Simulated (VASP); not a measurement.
# HgS3 (P4/mmm) in VASP: single point with r2SCAN

Aim: the single point of HgS3 with r2SCAN.

Everything below comes from runs of VASP 6.6.1. Logs are shortened: lines on timing, memory, paths and dates and some standing lists are left out, and cuts for length are marked.

### 1 The cell of the first run

The structure is tetragonal, space group P4/mmm (No. 123). Conventional cell: a = 4.725 Å, b = 4.725 Å, c = 3.299 Å, α = 90.00°, β = 90.00°, γ = 90.00°. Hg (site symmetry 4/mmm) has 12 S at 2.88 to 3.34 Å and 2 Hg at 3.30 Å within 3.8 Å. S (site symmetry mmm) has 4 Hg at 2.88 Å and 10 S at 2.88 to 3.34 Å within 3.8 Å. S (site symmetry 4/mmm) has 10 S at 2.88 to 3.30 Å and 4 Hg at 3.34 Å within 3.8 Å.

### 2 Single point, r2SCAN

POSCAR

```
HgS3
1.0
    4.7254997115      0.0000000000      0.0000000000
    0.0000000000      4.7254997115      0.0000000000
    0.0000000000      0.0000000000      3.2994013713
Hg S
1 3
Direct
    0.0000000000      0.0000000000      0.0000000000
    0.0000000000      0.5000000000      0.5000000000
    0.5000000000      0.0000000000      0.5000000000
    0.5000000000      0.5000000000      0.0000000000
```

INCAR.step1

```
  PREC = Accurate
  ENCUT = 520
  ISMEAR = 0
  SIGMA = 0.1
  LREAL = False
  LASPH = True
  NELM = 100
  NBANDS = 23
  GGA = PE
  ALGO = Normal
  EDIFF = 1E-4
  LWAVE = True
  LCHARG = False
```

INCAR.step2

```
  PREC = Accurate
  ENCUT = 520
  EDIFF = 1E-7
  ISMEAR = 0
  SIGMA = 0.1
  LREAL = False
  LASPH = True
  NELM = 100
  ALGO = Normal
  ISIF = 2
  LWAVE = False
  LCHARG = False
  METAGGA = R2SCAN
  LMIXTAU = True
  NBANDS = 23
  ISTART = 1
```

KPOINTS

```
regular mesh
0
Gamma
  4 4 4
```

Potentials or basis: VASP PAW PBE potentials, release 64 (Hg, S).

On the command line:

```
$ cat potpaw_PBE.64/Hg/POTCAR potpaw_PBE.64/S/POTCAR > POTCAR
$ cp INCAR.step1 INCAR
$ mpirun -np 1 vasp_std > vasp.out
$ cp INCAR.step2 INCAR
$ mpirun -np 1 vasp_std > vasp.out
```

OUTCAR:

```text
PREC = Accurate
   ENCUT = 520
   EDIFF = 1E-7
   ISMEAR = 0
   LREAL = False
   LASPH = True
   NELM = 100
   ISIF = 2
   METAGGA = R2SCAN
   ISTART = 1

 ion  position               nearest neighbor table
   1  0.000  0.000  0.000-   2 2.88   3 2.88   2 2.88   3 2.88   2 2.88   2 2.88   3 2.88   3 2.88

   2  0.000  0.500  0.500-   1 2.88   1 2.88   1 2.88   1 2.88
   3  0.500  0.000  0.500-   1 2.88   1 2.88   1 2.88   1 2.88
   4  0.500  0.500  0.000-

  LATTYP: Found a simple tetragonal cell.
 ALAT       =     4.7254997115
 C/A-ratio  =     0.6982121623

  Lattice vectors:

 A1 = (   4.7254997115,   0.0000000000,   0.0000000000)
 A2 = (   0.0000000000,   4.7254997115,   0.0000000000)
 A3 = (   0.0000000000,   0.0000000000,   3.2994013713)

Analysis of symmetry for initial positions (statically):
=====================================================================
 Subroutine PRICEL returns:
 Original cell was already a primitive cell.

 Routine SETGRP: Setting up the symmetry group for a
 simple tetragonal supercell.

 Subroutine GETGRP returns: Found 16 space group operations
 (whereof 16 operations were pure point group operations)
 out of a pool of 16 trial point group operations.

The static configuration has the point symmetry D_4h.

Analysis of symmetry for dynamics (positions and initial velocities):
=====================================================================
 Subroutine PRICEL returns:
 Original cell was already a primitive cell.

 Routine SETGRP: Setting up the symmetry group for a
 simple tetragonal supercell.

 Subroutine GETGRP returns: Found 16 space group operations
 (whereof 16 operations were pure point group operations)
 out of a pool of 16 trial point group operations.

The dynamic configuration has the point symmetry D_4h.

 Subroutine INISYM returns: Found 16 space group operations
 (whereof 16 operations are pure point group operations),
 and found     1 'primitive' translations

----------------------------------------------------------------------------------------

                                     Primitive cell

  volume of cell :      73.6768

  direct lattice vectors                    reciprocal lattice vectors
     4.725499712  0.000000000  0.000000000     0.211617831  0.000000000  0.000000000
     0.000000000  4.725499712  0.000000000     0.000000000  0.211617831  0.000000000
     0.000000000  0.000000000  3.299401371     0.000000000  0.000000000  0.303085283

  length of vectors
     4.725499712  4.725499712  3.299401371     0.211617831  0.211617831  0.303085283

  position of ions in fractional coordinates (direct lattice)
     0.000000000  0.000000000  0.000000000
     0.000000000  0.500000000  0.500000000
     0.500000000  0.000000000  0.500000000
     0.500000000  0.500000000  0.000000000

  ion indices of the primitive-cell ions
   primitive index   ion index
                 1           1
                 2           2
                 3           3
                 4           4

----------------------------------------------------------------------------------------

 KPOINTS: regular mesh

Automatic generation of k-mesh.
 Grid dimensions read from file:
 generate k-points for:    4    4    4

 Generating k-lattice:

  Cartesian coordinates                     Fractional coordinates (reciprocal lattice)
     0.052904458  0.000000000  0.000000000     0.250000000  0.000000000  0.000000000
     0.000000000  0.052904458  0.000000000     0.000000000  0.250000000  0.000000000
     0.000000000  0.000000000  0.075771321     0.000000000  0.000000000  0.250000000

  Length of vectors
     0.052904458  0.052904458  0.075771321

  Shift w.r.t. Gamma in fractional coordinates (k-lattice)
     0.000000000  0.000000000  0.000000000

 Subroutine IBZKPT returns following result:
 ===========================================

 Found     18 irreducible k-points:

 Following reciprocal coordinates:
            Coordinates               Weight
  0.000000  0.000000  0.000000      1.000000
  0.250000  0.000000  0.000000      4.000000
  0.500000  0.000000  0.000000      2.000000
  0.250000  0.250000  0.000000      4.000000
  0.500000  0.250000  0.000000      4.000000
  0.500000  0.500000  0.000000      1.000000
[... 10 lines left out ...]
  0.500000  0.250000  0.500000      4.000000
  0.500000  0.500000  0.500000      1.000000
   k-points           NKPTS =     18   k-points in BZ     NKDIM =     18   number of bands    NBANDS=     23
   number of dos      NEDOS =    301   number of ions     NIONS =      4
   total plane-waves  NPLWV =  36288
   dimension x,y,z NGX =    36 NGY =   36 NGZ =   28
   dimension x,y,z NGXF=    72 NGYF=   72 NGZF=   56
   ions per type =               1   3
   NGX,Y,Z   is equivalent  to a cutoff of  12.67, 12.67, 14.11 a.u.
   NGXF,Y,Z  is equivalent  to a cutoff of  25.33, 25.33, 28.22 a.u.
 SYSTEM =  unknown system
   PREC   = accura    normal or accurate (medium, high low for compatibility)
   ISTART =      1    job   : 0-new  1-cont  2-samecut
   ICHARG =      0    charge: 1-file 2-atom 10-const
   ISPIN  =      1    spin polarized calculation?
   LNONCOLLINEAR =      F non collinear calculations
   LSORBIT =      F    spin-orbit coupling
   LASPH  =      T    aspherical Exc in radial PAW
   ENCUT  =  520.0 eV  38.22 Ry    6.18 a.u.   8.79  8.79  6.13*2*pi/ulx,y,z
   NELM   =    100;   NELMIN=  2; NELMDL=  0     # of ELM steps
   EDIFF  = 0.1E-06   stopping-criterion for ELM
   LREAL  =      F    real-space projection
   EDIFFG = 0.1E-05   stopping-criterion for IOM
   NSW    =      0    number of steps for IOM
   IBRION =     -1    ionic relax: 0-MD 1-quasi-New 2-CG
   NFREE  =      0    steps in history (QN), initial steepest desc. (CG)
   ISIF   =      2    stress and relaxation
   ISYM   =      2    0-nonsym 1-usesym 2-fastsym
   POTIM  = 0.5000    time-step for ionic-motion
   TEBEG  =    0.0;   TEEND  =   0.0 temperature during run
   PSTRESS=    0.0 pullay stress
   NELECT =      30.0000    total number of electrons
   NUPDOWN=      -1.0000    fix difference up-down
   EMIN   =  10.00;   EMAX   =-10.00  energy-range for DOS
   EFERMI =   0.00;   METHOD = LEGACY
   ISMEAR =     0;   SIGMA  =   0.10  broadening in eV -4-tet -1-fermi 0-gaus
   EFERMI_NEDOS =   21; number of points for ismear=-14 and -15
   IALGO  =     38    algorithm
   IMIX   =      4    mixing-type and parameters
     AMIX     =   0.40;   BMIX     =  1.00
     AMIX_MAG =   1.60;   BMIX_MAG =  1.00
  volume/ion in A,a.u.               =      18.42       124.30
  Fermi-wavevector in a.u.,A,eV,Ry     =   1.213403  2.292999 20.032493  1.472347
  Thomas-Fermi vector in A             =   2.348856
   LORBIT       =      0    0 simple, 1 ext, 2 COOP (PROOUT), +10 PAW based schemes
   METAGGA = R2SCAN    functional components
   LHFCALC =     F    Hartree Fock is set to
   AEXX    =    0.0000 exact exchange contribution
   IVDW    =     0    specifies the selected vdW correction
   LEPSILON=     F    determine dielectric tensor
   LRPA    =     F    only Hartree local field effects (RPA)
 non-spin polarized calculation
 Gauss-broadening in eV      SIGMA  =   0.10
  energy-cutoff  :      520.00
  volume of cell :       73.68
 maximum number of plane-waves:      2032
 NGX is ok and might be reduce to    36
   NGX = 17   NGY = 17   NGZ = 13

 number of electron      30.0000004 magnetization

 Free energy of the ion-electron system (eV)
  ---------------------------------------------------
  ext. energy  EPLUGINS =         0.00000000
  ---------------------------------------------------
  free energy    TOTEN  =       -69.80745385 eV

  energy without entropy =      -69.79440803  energy(sigma->0) =      -69.80093094

 E-fermi :   5.1717     XC(G=0): -11.4536

 val. band max:        5.0664864045   @ k =   0.0000   0.0000   0.5000
 cond. band min:       5.1983984161   @ k =   0.5000   0.0000   0.2500
 fundamental gap:      0.1319120116
 Fermi energy:         5.1717236325

 k-point     1 :       0.0000    0.0000    0.0000
  band No.  band energies     occupation
      1     -10.6285      2.00000
      2      -7.6634      2.00000
      3      -6.2730      2.00000
      4      -2.1051      2.00000
      5      -1.5619      2.00000
      6      -1.3573      2.00000
[... 15 lines left out ...]
     22      15.2648      0.00000
     23      15.2648      0.00000

 k-point     2 :       0.2500    0.0000    0.0000
  band No.  band energies     occupation
      1     -10.3339      2.00000
      2      -8.0109      2.00000
      3      -6.5194      2.00000
      4      -2.2072      2.00000
      5      -1.8727      2.00000
      6      -1.5402      2.00000
[... 15 lines left out ...]
     22      14.9187      0.00000
     23      15.3461      0.00000

 k-point     3 :       0.5000    0.0000    0.0000
  band No.  band energies     occupation
      1      -9.8317      2.00000
      2      -8.6962      2.00000
      3      -6.5329      2.00000
      4      -2.4233      2.00000
      5      -2.0464      2.00000
      6      -1.7708      2.00000
[... 15 lines left out ...]
     22      14.7465      0.00000
     23      15.3052      0.00000

 k-point     4 :       0.2500    0.2500    0.0000
  band No.  band energies     occupation
      1     -10.0395      2.00000
      2      -8.0457      2.00000
      3      -7.0824      2.00000
      4      -2.3230      2.00000
      5      -1.7037      2.00000
      6      -1.6315      2.00000
[... 15 lines left out ...]
     22      14.9217      0.00000
     23      15.1077      0.00000

 k-point     5 :       0.5000    0.2500    0.0000
  band No.  band energies     occupation
      1      -9.5202      2.00000
      2      -8.5411      2.00000
      3      -7.3005      2.00000
      4      -2.5779      2.00000
      5      -1.7883      2.00000
      6      -1.6818      2.00000
[... 278 lines left out ...]
 k-point    16 :       0.2500    0.2500    0.5000
  band No.  band energies     occupation
      1      -7.9919      2.00000
      2      -7.9346      2.00000
      3      -7.2052      2.00000
      4      -2.0882      2.00000
      5      -2.0142      2.00000
      6      -1.7793      2.00000
[... 15 lines left out ...]
     22      14.5085      0.00000
     23      15.9825      0.00000

 k-point    17 :       0.5000    0.2500    0.5000
  band No.  band energies     occupation
      1      -7.8563      2.00000
      2      -7.6981      2.00000
      3      -7.5504      2.00000
      4      -2.1038      2.00000
      5      -1.9605      2.00000
      6      -1.5433      2.00000
[... 15 lines left out ...]
     22      14.0538      0.00000
     23      15.0613      0.00000

 k-point    18 :       0.5000    0.5000    0.5000
  band No.  band energies     occupation
      1      -7.8034      2.00000
      2      -7.6134      2.00000
      3      -7.6134      2.00000
      4      -1.5254      2.00000
      5      -1.4066      2.00000
      6      -1.3676      2.00000
[... 15 lines left out ...]
     22      13.8857      0.00000
     23      14.8096      0.00000

------------------------ aborting loop because EDIFF is reached ----------------------------------------

  FORCE on cell =-STRESS in cart. coord.  units (eV):
  Direction    XX          YY          ZZ          XY          YZ          ZX
  --------------------------------------------------------------------------------------
  -------------------------------------------------------------------------------------
  Total        0.1948986      0.1948986      0.0244127      0.0000000      0.0000000      0.0000000
  in kB        4.2382695      4.2382695      0.5308785      0.0000000      0.0000000      0.0000000
  external PRESSURE =       3.0024725 kB  Pullay stress =       0.0000000 kB

 VOLUME and BASIS-vectors are now :
 -----------------------------------------------------------------------------
  energy-cutoff  :      520.00
  volume of cell :       73.68
      direct lattice vectors                 reciprocal lattice vectors
     4.725499712  0.000000000  0.000000000     0.211617831  0.000000000  0.000000000
     0.000000000  4.725499712  0.000000000     0.000000000  0.211617831  0.000000000
     0.000000000  0.000000000  3.299401371     0.000000000  0.000000000  0.303085283

 POSITION                                       TOTAL-FORCE (eV/Angst)
 -----------------------------------------------------------------------------------
      0.00000      0.00000      0.00000         0.000000      0.000000      0.000000
      0.00000      2.36275      1.64970         0.000000      0.000000      0.000000
      2.36275      0.00000      1.64970         0.000000      0.000000      0.000000
      2.36275      2.36275      0.00000         0.000000      0.000000      0.000000
 -----------------------------------------------------------------------------------
    total drift:                                0.000000      0.000000      0.000000

  FREE ENERGIE OF THE ION-ELECTRON SYSTEM (eV)
  ---------------------------------------------------
  free  energy   TOTEN  =       -69.8074538493 eV

  energy  without entropy=      -69.7944080323  energy(sigma->0) =      -69.80093094
```

Wall time 94 s (1 thread of Intel Xeon 6975P-C (Granite Rapids), shared host); peak memory 0.2 GiB.

Results:

```
Free energy            : -69.8075 eV
Pressure               : 0.3 GPa
Band gap on the k mesh : zero (bands 15 and 16 overlap by 1.09 eV)
```

Levels at points of the mesh, in eV from the Fermi level:
| k point | band 11 | band 12 | band 13 | band 14 | band 15 | band 16 | band 17 | band 18 | band 19 | band 20 |
| --- | --- | --- | --- | --- | --- | --- | --- | --- | --- | --- |
| (0.00, 0.00, 0.00) | -2.65 | -2.32 | -2.32 | -1.84 | -0.12 | 1.32 | 2.08 | 2.08 | 6.32 | 6.54 |
| (0.50, 0.00, 0.00) | -3.66 | -1.73 | -1.60 | -1.48 | -0.81 | 1.10 | 2.10 | 2.54 | 5.32 | 7.98 |
| (0.50, 0.50, 0.00) | -1.88 | -1.81 | -1.02 | -0.87 | -0.20 | -0.20 | 0.13 | 4.09 | 6.32 | 6.32 |
| (0.00, 0.00, 0.50) | -2.93 | -2.93 | -2.55 | -2.55 | -2.29 | -0.11 | -0.11 | 3.25 | 3.28 | 5.59 |
| (0.50, 0.00, 0.50) | -3.79 | -3.05 | -2.46 | -2.38 | -0.77 | 0.16 | 1.07 | 1.57 | 3.95 | 5.82 |
| (0.50, 0.50, 0.50) | -5.93 | -4.90 | -2.09 | -0.37 | -0.12 | 0.80 | 0.80 | 1.72 | 8.20 | 8.20 |

Caveat: the k points lie up to 0.48 Å⁻¹ apart, too coarse for converged energies and pressures of a metal; the PAW data sets were made with another functional, which shifts forces and pressure a little; spin-orbit coupling is left out, which moves the levels of the heavy elements.
